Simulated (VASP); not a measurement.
# Ni (Im-3m) in VASP: further runs, part 2 of 2

VASP 6.6.1.

## Step 4: Single point, PBE, collinear spin, ferromagnetic start (10.32 Å³/atom)

This run uses another cell than the first one, of 10.32 Å³/atom.

Contents of INCAR:

```
PREC     = Accurate       # precision mode
ENCUT    = 520            # plane-wave cutoff, eV
EDIFF    = 1E-6           # SCF threshold, eV
ISMEAR   = 0              # smearing method
SIGMA    = 0.1            # smearing width, eV
LREAL    = F              # projectors in reciprocal space
LASPH    = T              # aspherical terms in the spheres
NELM     = 150            # most SCF steps
ALGO     = Normal         # electronic algorithm
ISIF     = 2              # what is computed and relaxed
LWAVE    = F              # write WAVECAR
LCHARG   = T              # write CHGCAR
ISPIN    = 2              # spin polarisation
MAGMOM   = 0.64           # initial moments
LORBIT   = 11             # projections on sites
LMAXMIX  = 4              # l up to which the mixer works
GGA      = PE             # functional
LELF     = T              # ELF
LVHAR    = T            
NBANDS   = 15             # bands
```

Contents of KPOINTS:

```
regular mesh
0
Gamma
  22 22 22
```

Contents of POSCAR:

```
Ni
1.0
   -1.3716554706      1.3716554706      1.3716554706
    1.3716554706     -1.3716554706      1.3716554706
    1.3716554706      1.3716554706     -1.3716554706
Ni
1
Direct
    0.0000000000      0.0000000000      0.0000000000
```

Potentials or basis: VASP PAW PBE potentials, release 64 (Ni).

Launch:

```console
$ cat potpaw_PBE.64/Ni/POTCAR > POTCAR
$ mpirun -np 1 vasp_std > vasp.out
```

OUTCAR:

```text
PREC = Accurate
   ENCUT = 520
   EDIFF = 1E-6
   ISMEAR = 0
   LREAL = F
   LASPH = T
   NELM = 150
   ISIF = 2
   ISPIN = 2
   LORBIT = 11
   GGA = PE

 ion  position               nearest neighbor table
   1  0.000  0.000  0.000-

  LATTYP: Found a body centered cubic cell.
 ALAT       =     2.7433109412

  Lattice vectors:

 A1 = (  -1.3716554706,   1.3716554706,   1.3716554706)
 A2 = (   1.3716554706,  -1.3716554706,   1.3716554706)
[... 1073 lines left out ...]
  -------------------------------------------------------------------------------------
  Total        0.8654328      0.8654328      0.8654328     -0.0000000      0.0000000     -0.0000000
  in kB      134.3225239    134.3225239    134.3225239     -0.0000000      0.0000000     -0.0000000
  external PRESSURE =     134.3225239 kB  Pullay stress =       0.0000000 kB

 VOLUME and BASIS-vectors are now :
 -----------------------------------------------------------------------------
  energy-cutoff  :      520.00
  volume of cell :       10.32
      direct lattice vectors                 reciprocal lattice vectors
    -1.371655471  1.371655471  1.371655471     0.000000000  0.364523024  0.364523024
     1.371655471 -1.371655471  1.371655471     0.364523024  0.000000000  0.364523024
     1.371655471  1.371655471 -1.371655471     0.364523024  0.364523024  0.000000000

 POSITION                                       TOTAL-FORCE (eV/Angst)
 -----------------------------------------------------------------------------------
      0.00000      0.00000      0.00000        -0.000000     -0.000000      0.000000
 -----------------------------------------------------------------------------------
    total drift:                                0.000000      0.000000      0.000000

  FREE ENERGIE OF THE ION-ELECTRON SYSTEM (eV)
  ---------------------------------------------------
  free  energy   TOTEN  =        -5.3545541234 eV

  energy  without entropy=       -5.3479227805  energy(sigma->0) =       -5.35123845

 total charge

# of ion       s       p       d       tot
------------------------------------------
    1        0.514   0.536   8.363   9.412

 magnetization (x)

# of ion       s       p       d       tot
------------------------------------------
    1       -0.004  -0.015   0.531   0.511
```

OSZICAR:

```text
N       E                     dE             d eps       ncg     rms          rms(c)
DAV:   1     0.328647165561E+02    0.32865E+02   -0.42227E+03 20908   0.870E+02
DAV:   2    -0.493139286786E+01   -0.37796E+02   -0.35150E+02 22235   0.164E+02
DAV:   3    -0.631530365232E+01   -0.13839E+01   -0.13669E+01 24371   0.305E+01
DAV:   4    -0.632284198183E+01   -0.75383E-02   -0.75371E-02 24051   0.217E+00
DAV:   5    -0.632291763904E+01   -0.75657E-04   -0.75656E-04 24786   0.194E-01    0.101E+01
DAV:   6    -0.561105367621E+01    0.71186E+00   -0.11116E+01 28024   0.369E+01    0.521E+00
DAV:   7    -0.537317634519E+01    0.23788E+00   -0.17599E+00 25930   0.133E+01    0.213E+00
DAV:   8    -0.535626072322E+01    0.16916E-01   -0.30703E-02 27488   0.122E+00    0.856E-01
DAV:   9    -0.535484712877E+01    0.14136E-02   -0.10795E-03 31017   0.205E-01    0.234E-01
DAV:  10    -0.535455368876E+01    0.29344E-03   -0.26877E-04 31459   0.928E-02    0.358E-02
DAV:  11    -0.535455368412E+01    0.46330E-08   -0.18328E-05 26817   0.331E-02    0.110E-02
DAV:  12    -0.535455412342E+01   -0.43930E-06   -0.12836E-06 21543   0.103E-02
   1 F= -.53545541E+01 E0= -.53512385E+01  d E =-.663134E-02  mag=     0.5070
```

stdout:

```text
POSCAR found type information on POSCAR Ni
 POSCAR found :  1 types and       1 ions
 scaLAPACK will be used
 LDA part: xc-table for (Slater+PW92), standard interpolation
 POSCAR, INCAR and KPOINTS ok, starting setup
 FFT: planning ... GRIDC
 FFT: planning ... GRID_SOFT
 FFT: planning ... GRID
 WAVECAR not read
 entering main loop
```

It took 52 s on 1 thread of Intel Xeon 6975P-C (Granite Rapids), shared host; peak memory 0.19 GiB.

Results:

```
Free energy                                           : -5.3546 eV
Pressure                                              : 13.4 GPa
Net moment                                            : 0.51 μB per cell
Site moments                                          : Ni +0.51 μB
Valence electrons inside the program's atomic spheres : Ni 9.41
```

Levels at points of the mesh, in eV from the Fermi level:
Spin up:
```
           k point  band 2  band 3  band 4  band 5  band 6  band 7  band 8  band 9
(0.00, 0.00, 0.00)   -2.38   -2.38   -2.38   -0.86   -0.86   27.02   27.02   27.02
(0.50, 0.00, 0.00)   -3.37   -0.94   -0.69    0.04    0.23    6.93   19.61   20.87
(0.50, 0.50, 0.50)   -4.44   -0.19   -0.19   -0.19   10.14   10.14   10.14   16.23
```
Spin down:
| k point | band 2 | band 3 | band 4 | band 5 | band 6 | band 7 | band 8 | band 9 |
| --- | --- | --- | --- | --- | --- | --- | --- | --- |
| (0.00, 0.00, 0.00) | -1.76 | -1.76 | -1.76 | -0.43 | -0.43 | 26.94 | 26.94 | 26.94 |
| (0.50, 0.00, 0.00) | -2.81 | -0.44 | -0.25 | 0.20 | 0.76 | 7.26 | 19.55 | 20.97 |
| (0.50, 0.50, 0.50) | -4.16 | 0.51 | 0.51 | 0.51 | 10.18 | 10.18 | 10.18 | 16.32 |

Caveat: the cell stands under pressure.

## Step 5: Single point, PBE, collinear spin, ferromagnetic start (10.65 Å³/atom)

This run uses another cell than the first one, of 10.65 Å³/atom.

Contents of INCAR:

```
SYSTEM = Ni
PREC = Accurate
ENCUT = 520
EDIFF = 1E-7
ISMEAR = 0
SIGMA = 0.1
LREAL = .False.
LASPH = .True.
NELM = 150
ALGO = Normal
ISIF = 2
LWAVE = .False.
LCHARG = .False.
ISPIN = 2
MAGMOM = 0.64
LORBIT = 11
LMAXMIX = 4
GGA = PE
NBANDS = 15
```

Contents of KPOINTS:

```
regular mesh
0
Gamma
  22 22 22
  0 0 0
```

Contents of POSCAR:

```
Ni
1.0
   -1.3860950103      1.3860950103      1.3860950103
    1.3860950103     -1.3860950103      1.3860950103
    1.3860950103      1.3860950103     -1.3860950103
Ni
1
Direct
    0.0000000000      0.0000000000      0.0000000000
```

Launch:

```console
$ cat potpaw_PBE.64/Ni/POTCAR > POTCAR
$ mpirun -np 1 vasp_std > vasp.out
```

It took 55 s on 1 thread of Intel Xeon 6975P-C (Granite Rapids), shared host; peak memory 0.19 GiB.

The run converged. Its results:

```
Free energy                                           : -5.3744 eV
Pressure                                              : 6.1 GPa
Net moment                                            : 0.53 μB per cell
Site moments                                          : Ni +0.53 μB
Valence electrons inside the program's atomic spheres : Ni 9.35
```

Levels at points of the mesh, in eV from the Fermi level:
Spin up:
```
           k point  band 1  band 2  band 3  band 4  band 5  band 6  band 7  band 8  band 9  band 10
(0.00, 0.00, 0.00)   -9.02   -2.31   -2.31   -2.31   -0.85   -0.85   26.69   26.69   26.69    31.74
(0.50, 0.00, 0.00)   -4.69   -3.26   -0.94   -0.70    0.00    0.27    6.67   19.32   20.38    24.13
(0.50, 0.50, 0.50)   -4.27   -4.27   -0.23   -0.23   -0.23    9.93    9.93    9.93   15.90    15.90
```
Spin down:
| k point | band 2 | band 3 | band 4 | band 5 | band 6 | band 7 | band 8 | band 9 |
| --- | --- | --- | --- | --- | --- | --- | --- | --- |
| (0.00, 0.00, 0.00) | -1.67 | -1.67 | -1.67 | -0.40 | -0.40 | 26.60 | 26.60 | 26.60 |
| (0.50, 0.00, 0.00) | -2.67 | -0.41 | -0.23 | 0.24 | 0.74 | 7.01 | 19.26 | 20.48 |
| (0.50, 0.50, 0.50) | -3.97 | 0.50 | 0.50 | 0.50 | 9.97 | 9.97 | 9.97 | 16.00 |

Caveat: the cell stands under pressure.

## Step 6: Single point, PBE, collinear spin, ferromagnetic start

This run uses another cell than the first one, of 10.98 Å³/atom.

Contents of INCAR:

```
  PREC = Accurate
  ENCUT = 520
  EDIFF = 1E-6
  ISMEAR = 0
  SIGMA = 0.1
  LREAL = F
  LASPH = T
  NELM = 150
  ALGO = Normal
  ISIF = 2
  LWAVE = F
  LCHARG = F
  ISPIN = 2
  MAGMOM = 0.64
  LORBIT = 11
  LMAXMIX = 4
  GGA = PE
  NBANDS = 15
```

Contents of KPOINTS:

```
regular mesh
0
Gamma
  22 22 22
```

Contents of POSCAR:

```
Ni
1.0
   -1.4002398139      1.4002398139      1.4002398139
    1.4002398139     -1.4002398139      1.4002398139
    1.4002398139      1.4002398139     -1.4002398139
Ni
1
Direct
    0.0000000000      0.0000000000      0.0000000000
```

Potentials or basis: VASP PAW PBE potentials, release 64 (Ni).

Launch:

```console
$ cat potpaw_PBE.64/Ni/POTCAR > POTCAR
$ mpirun -np 1 vasp_std > vasp.out
```

Run time: 47 s. Hardware: 1 thread of Intel Xeon 6975P-C (Granite Rapids), shared host; peak memory 0.19 GiB.

It converged, with:

* Free energy: -5.3803 eV
* Pressure: -0.3 GPa
* Net moment: 0.54 μB per cell
* Site moments: Ni +0.55 μB
* Valence electrons inside the program's atomic spheres: Ni 9.30

Levels at points of the mesh, in eV from the Fermi level:
Spin up:
```tsv
k point	band 3	band 4	band 5	band 6	band 7	band 8
(0.00, 0.00, 0.00)	-2.25	-2.25	-0.85	-0.85	26.37	26.37
(0.50, 0.00, 0.00)	-0.93	-0.70	-0.04	0.30	6.43	19.04
(0.50, 0.50, 0.50)	-0.26	-0.26	-0.26	9.74	9.74	9.74
```
Spin down:
```csv
k point,band 2,band 3,band 4,band 5,band 6,band 7,band 8,band 9
"(0.00, 0.00, 0.00)",-1.58,-1.58,-1.58,-0.38,-0.38,26.27,26.27,26.27
"(0.50, 0.00, 0.00)",-2.55,-0.39,-0.22,0.27,0.72,6.77,18.97,20.02
"(0.50, 0.50, 0.50)",-3.79,0.49,0.49,0.49,9.77,9.77,9.77,15.69
```

## Step 7: Summary

| cell | gap on the mesh (eV) | pressure (GPa) | moment (μB) |
| --- | --- | --- | --- |
| a = 2.324 Å, angles 109.5°, 1 atom | none | 33.0 | 0.43 |
| a = 2.350 Å, angles 109.5°, 1 atom | none | 22.2 | 0.48 |
| a = 2.376 Å, angles 109.5°, 1 atom | none | 13.4 | 0.51 |
| a = 2.401 Å, angles 109.5°, 1 atom | none | 6.1 | 0.53 |
| a = 2.425 Å, angles 109.5°, 1 atom | none | -0.3 | 0.54 |

Alike in all rows: task single point; level PBE; potentials or basis VASP PAW PBE potentials, release 64 (Ni); spin collinear, ferromagnetic start; k mesh 22 × 22 × 22; cutoff (eV) 520; smearing gaussian 0.1 eV.

Caveats: the cell stands under pressure (at least some runs).

Absolute energies hang on the potentials; compare differences alone.
